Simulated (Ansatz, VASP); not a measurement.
**HfO2: VASP beside Ansatz**

```xyz
6
Lattice="3.6033 0.0000 0.0000 0.0000 3.6033 0.0000 0.0000 0.0000 5.2506" Properties=species:S:1:pos:R:3 pbc="T T T"
Hf    1.8017    1.8017    2.6253
Hf    0.0000    0.0000    0.0000
O     0.0000    1.8017    3.6492
O     1.8017    0.0000    4.2267
O     1.8017    0.0000    1.6014
O     0.0000    1.8017    1.0239
```

Alike in both runs: functional PBE; k mesh 6 × 6 × 4; occupations gaussian, width 0.1 eV; no spin polarisation.

Ansatz relaxed the structure, and its values are those at the end. VASP's run is a single point on that final structure, the one shown.

```csv
,VASP,Ansatz
version,VASP 6.6.1,Ansatz 0.2.0
potentials or method,"VASP PAW PBE potentials, release 64 (Hf_pv, O), cutoff 520 eV","scalar-relativistic, plane waves, PAW"
valence electrons in the cell,44,76
```

|  | VASP | Ansatz | Ansatz less VASP |
| --- | --- | --- | --- |
| gap on the k mesh at the Fermi level (eV) | 4.63 | 4.65 | +0.022 |
| least direct gap on the mesh (eV) | 4.70 | 4.72 | +0.015 |
| pressure (GPa) | -2.9 | 0.2 | +3.17 |
| rms of the force components (eV/Å) | 0.035 | 0.012 | -0.0226 |

VASP's potentials hold 44 valence electrons a cell and Ansatz's 76, so a difference there can come from the potentials and not from the codes.

Spin-orbit coupling is off throughout.
